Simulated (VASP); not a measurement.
# MoS2 (P-6m2) in VASP: further runs, part 2 of 2

VASP 6.6.1.

### Step 3. Single point, PBE+D3(BJ)

This run uses another cell than the first one, of 19.03 Å³/atom.

Contents of INCAR:

```
PREC = Accurate ; ENCUT = 500
EDIFF = 1E-6 ; ISMEAR = 0
SIGMA = 0.02 ; LREAL = F
LASPH = T ; NELM = 120
ALGO = Normal ; ISIF = 2
LWAVE = F ; LCHARG = F
GGA = PE ; IVDW = 12
NBANDS = 20 ; GGA_COMPAT = F
```

Contents of KPOINTS:

```
regular mesh
0
Gamma
  12 12 4
```

Contents of POSCAR:

```
MoS2
1.0
    3.1494847632      0.0000000000      0.0000000000
   -1.5747423816      2.7275338138      0.0000000000
    0.0000000000      0.0000000000      6.6450319015
Mo S
1 2
Direct
    0.0000000000      0.0000000000      0.0000000000
    0.3333333333      0.6666666667      0.2357886151
    0.3333333333      0.6666666667      0.7642113849
```

Potentials or basis: VASP PAW PBE potentials, release 64 (Mo_sv, S).

Started as:

```
$ cat potpaw_PBE.64/Mo_sv/POTCAR potpaw_PBE.64/S/POTCAR > POTCAR
$ mpirun -np 1 vasp_std > vasp.out
```

OUTCAR:

```text
PREC = Accurate
   ENCUT = 500
   EDIFF = 1E-6
   ISMEAR = 0
   LREAL = F
   LASPH = T
   NELM = 120
   ISIF = 2
   GGA = PE
   IVDW = 12
 IVDW          = 12

 ion  position               nearest neighbor table
   1  0.000  0.000  0.000-   2 2.40   3 2.40   2 2.40   3 2.40   2 2.40   3 2.40
   2  0.333  0.667  0.236-   1 2.40   1 2.40   1 2.40
   3  0.333  0.667  0.764-   1 2.40   1 2.40   1 2.40

  LATTYP: Found a hexagonal cell.
 ALAT       =     3.1494847632
 C/A-ratio  =     2.1098790441

  Lattice vectors:

 A1 = (   3.1494847632,   0.0000000000,   0.0000000000)
 A2 = (  -1.5747423816,   2.7275338138,   0.0000000000)
 A3 = (   0.0000000000,   0.0000000000,   6.6450319015)

Analysis of symmetry for initial positions (statically):
=====================================================================
 Subroutine PRICEL returns:
 Original cell was already a primitive cell.

 Routine SETGRP: Setting up the symmetry group for a
 hexagonal supercell.

 Subroutine GETGRP returns: Found 12 space group operations
 (whereof 12 operations were pure point group operations)
[... 164 lines left out ...]

  energy without entropy =      -21.79702065  energy(sigma->0) =      -21.79702065

 E-fermi :   6.5729     XC(G=0): -10.3044

 val. band max:        6.4853836901   @ k =   0.0000   0.0000   0.5000
 cond. band min:       7.7010608035   @ k =   0.1667   0.1667   0.0000
 fundamental gap:      1.2156771134
 Fermi energy:         6.5728761731

 k-point     1 :       0.0000    0.0000    0.0000
  band No.  band energies     occupation
      1     -54.7665      2.00000
      2     -28.9328      2.00000
      3     -28.6857      2.00000
      4     -28.6857      2.00000
      5      -8.1876      2.00000
      6      -6.7294      2.00000
[... 541 lines left out ...]
     19      14.1266      0.00000
     20      14.8482      0.00000

 [... further k-points ...]

------------------------ aborting loop because EDIFF is reached ----------------------------------------

 Edisp (eV)   -1.19320

 E8    (eV) :    -0.4819

  FORCE on cell =-STRESS in cart. coord.  units (eV):
  Direction    XX          YY          ZZ          XY          YZ          ZX
  --------------------------------------------------------------------------------------
  -------------------------------------------------------------------------------------
  Total      -0.04019    -0.04019    -0.06236    -0.00000    -0.00000     0.00000
  in kB      -1.12796    -1.12796    -1.75029    -0.00000    -0.00000     0.00000
  external pressure =       -1.34 kB  Pullay stress =        0.00 kB

 VOLUME and BASIS-vectors are now :
 -----------------------------------------------------------------------------
  energy-cutoff  :      500.00
  volume of cell :       57.08
      direct lattice vectors                 reciprocal lattice vectors
     3.149484763  0.000000000  0.000000000     0.317512252  0.183315784  0.000000000
    -1.574742382  2.727533814  0.000000000     0.000000000  0.366631568  0.000000000
     0.000000000  0.000000000  6.645031902     0.000000000  0.000000000  0.150488367

 POSITION                                       TOTAL-FORCE (eV/Angst)
 -----------------------------------------------------------------------------------
      0.00000      0.00000      0.00000         0.000000      0.000000      0.000000
     -0.00000      1.81836      1.56682        -0.000000      0.000000     -0.014753
     -0.00000      1.81836      5.07821        -0.000000     -0.000000      0.014753
 -----------------------------------------------------------------------------------
    total drift:                                0.000000     -0.000000     -0.000000

  FREE ENERGIE OF THE ION-ELECTRON SYSTEM (eV)
  ---------------------------------------------------
  free  energy   TOTEN  =       -22.9902164703 eV

  energy  without entropy=      -22.9902164703  energy(sigma->0) =      -22.99021647
```

OSZICAR:

```text
N       E                     dE             d eps       ncg     rms          rms(c)
DAV:   1     0.182625544825E+03    0.18263E+03   -0.13188E+04  2296   0.118E+03
DAV:   2    -0.157800175049E+02   -0.19841E+03   -0.19265E+03  2840   0.310E+02
DAV:   3    -0.231669589606E+02   -0.73869E+01   -0.73118E+01  2808   0.562E+01
DAV:   4    -0.232583691815E+02   -0.91410E-01   -0.91362E-01  2832   0.664E+00
DAV:   5    -0.232598800102E+02   -0.15108E-02   -0.15107E-02  2888   0.824E-01    0.245E+01
DAV:   6    -0.221852943024E+02    0.10746E+01   -0.10321E+01  2472   0.195E+01    0.901E+00
DAV:   7    -0.219088612769E+02    0.27643E+00   -0.39588E+00  2384   0.114E+01    0.598E+00
DAV:   8    -0.217966440035E+02    0.11222E+00   -0.57162E-01  2544   0.464E+00    0.174E+00
DAV:   9    -0.217980123367E+02   -0.13683E-02   -0.24622E-02  2676   0.956E-01    0.660E-01
DAV:  10    -0.217969068446E+02    0.11055E-02   -0.92960E-03  2572   0.645E-01    0.119E-01
DAV:  11    -0.217969820130E+02   -0.75168E-04   -0.53725E-04  2660   0.160E-01    0.633E-02
DAV:  12    -0.217969852861E+02   -0.32731E-05   -0.78451E-05  2572   0.565E-02    0.255E-02
DAV:  13    -0.217970190385E+02   -0.33752E-04   -0.48148E-05  2464   0.369E-02    0.170E-02
DAV:  14    -0.217970201537E+02   -0.11152E-05   -0.31635E-06  3016   0.106E-02    0.800E-03
DAV:  15    -0.217970206546E+02   -0.50089E-06   -0.89830E-07  2104   0.597E-03
   1 F= -.22990216E+02 E0= -.22990216E+02  d E =-.956738E-13
```

stdout:

```text
POSCAR found type information on POSCAR MoS
 POSCAR found :  2 types and       3 ions
 scaLAPACK will be used
 LDA part: xc-table for (Slater+PW92), standard interpolation
 POSCAR, INCAR and KPOINTS ok, starting setup
 FFT: planning ... GRIDC
 FFT: planning ... GRID_SOFT
 FFT: planning ... GRID
 WAVECAR not read
 entering main loop
```

Wall time 54 s (1 thread of Intel Xeon 8259CL, shared host); peak memory 0.21 GiB.

What came out:

- Free energy: -22.9902 eV
- Pressure: -0.1 GPa
- Largest force: 0.015 eV/Å
- Band gap on the k mesh: 1.22 eV (least direct gap 1.76 eV)
- Dispersion energy per atom: -0.398 eV

Forces in eV/Å, atoms in the order of the input:
```
Mo   0.000  0.000  0.000
S    0.000  0.000 -0.015
S    0.000  0.000  0.015
```

Levels at points of the mesh, in eV from the valence-band top:
```tsv
k point	band 10	band 11	band 12	band 13	band 14	band 15	band 16	band 17
(0.00, 0.00, 0.00)	-1.87	-1.87	-1.49	-0.93	2.45	2.45	2.60	2.60
(0.50, 0.00, 0.00)	-3.58	-1.98	-1.37	-1.29	1.94	2.33	3.84	4.05
(0.00, 0.00, 0.50)	-3.00	-1.88	-1.88	0.00	2.38	2.38	2.70	2.70
(0.50, 0.00, 0.50)	-3.60	-2.82	-1.30	-0.86	1.95	2.53	3.18	3.86
```

### Step 4. Relaxation of cell and atoms, PBE+D3(BJ)

Contents of INCAR:

```
PREC = Accurate
ENCUT = 500
EDIFF = 1E-7
ISMEAR = 0
SIGMA = 0.02
LREAL = False
LASPH = True
NELM = 120
ALGO = Normal
ISIF = 3
LWAVE = False
LCHARG = False
GGA = PE
IVDW = 12
IBRION = 2
NSW = 100
EDIFFG = -0.005
GGA_COMPAT = False
NELMIN = 4
```

KPOINTS is that of step 3.

Contents of POSCAR:

```
MoS2
1.0
    3.1488771150      0.0000000000      0.0000000000
   -1.5744385575      2.7270075750      0.0000000000
    0.0000000000      0.0000000000      6.6951730798
Mo S
1 2
Direct
    0.0000000000      0.0000000000      0.0000000000
    0.3333333333      0.6666666667      0.2341146581
    0.3333333333      0.6666666667      0.7658853419
```

Started as:

```
$ cat potpaw_PBE.64/Mo_sv/POTCAR potpaw_PBE.64/S/POTCAR > POTCAR
$ mpirun -np 1 vasp_std > vasp.out
```

Wall time 4.9 min (1 thread of Intel Xeon 8259CL, shared host); peak memory 0.22 GiB.

The run converged. Its results:

- Free energy: -22.9904 eV
- Relaxed volume: 19.00 Å³/atom
- Relaxed cell: a = 3.149 Å, b = 3.149 Å, c = 6.638 Å, α = 90.00°, β = 90.00°, γ = 120.00°
- Space group after relaxing (to 0.1 Å): P-6m2 (No. 187)
- Energy gained by relaxing: 0.2 meV/atom
- Ionic steps: 10
- Pressure after relaxing: 0.0 GPa
- Band gap on the k mesh: 1.21 eV (least direct gap 1.76 eV)
- Dispersion energy per atom: -0.398 eV

The path:
| step | energy change (eV) | largest force (eV/Å) | pressure (GPa) | volume (Å³) |
| --- | --- | --- | --- | --- |
| 1 | 0.0000 | 0.0053 | -0.19 | 57.49 |
| 2 | 0.0000 | 0.0801 | 0.32 | 57.30 |
| 3 | -0.0001 | 0.0361 | 0.05 | 57.40 |
| 4 | -0.0002 | 0.0350 | 0.01 | 57.37 |
| 5 | -0.0004 | 0.0322 | -0.11 | 57.30 |
| 6 | -0.0004 | 0.0239 | -0.10 | 57.25 |
| 7 | -0.0006 | 0.0005 | -0.08 | 57.08 |
| 8 | -0.0006 | 0.0085 | -0.07 | 57.03 |
| 9 | -0.0006 | 0.0084 | 0.06 | 56.98 |
| 10 | -0.0006 | 0.0016 | 0.01 | 57.00 |

Final structure:
```
Mo S
1.0
     3.14885    0.00000    0.00000
    -1.57443    2.72699    0.00000
     0.00000    0.00000    6.63784
Mo S
1 2
Direct
  0.00000 0.00000 0.00000
  0.33333 0.66667 0.23593
  0.33333 0.66667 0.76407
```

Levels at points of the mesh, in eV from the valence-band top:
```
           k point  band 9  band 10  band 11  band 12  band 13  band 14  band 15  band 16  band 17
(0.00, 0.00, 0.00)   -3.01    -1.87    -1.87    -1.49    -0.94     2.45     2.45     2.60     2.60
(0.50, 0.00, 0.00)   -4.79    -3.59    -1.98    -1.38    -1.30     1.93     2.33     3.84     4.05
(0.00, 0.00, 0.50)   -3.01    -3.01    -1.89    -1.89     0.00     2.38     2.38     2.70     2.70
(0.50, 0.00, 0.50)   -4.39    -3.61    -2.83    -1.30    -0.87     1.95     2.53     3.18     3.86
```

### Step 5. The runs side by side

| task | cell | k mesh | gap on the mesh (eV) | pressure (GPa) | largest force (eV/Å) |
| --- | --- | --- | --- | --- | --- |
| single point | a = 3.149, b = 3.149, c = 6.695 Å, angles 90.0, 90.0, 120.0°, 3 atoms | 12 × 12 × 2 | 1.26 | -0.1 | 0.01 |
| single point | a = 3.149, b = 3.149, c = 6.645 Å, angles 90.0, 90.0, 120.0°, 3 atoms | 12 × 12 × 4 | 1.22 | -0.1 | 0.01 |
| relaxation of cell and atoms | relaxed from a = 3.149, b = 3.149, c = 6.695 Å, angles 90.0, 90.0, 120.0°, 3 atoms | 12 × 12 × 4 | 1.21 | 0.0 | - |

Alike in all rows: level PBE+D3(BJ); potentials or basis VASP PAW PBE potentials, release 64 (Mo_sv, S); no spin polarisation; cutoff (eV) 500; smearing gaussian 0.02 eV.

Caveats: some runs use coarse meshes.

Total energies depend on the potentials used, so only differences within one code and one set of settings carry meaning.
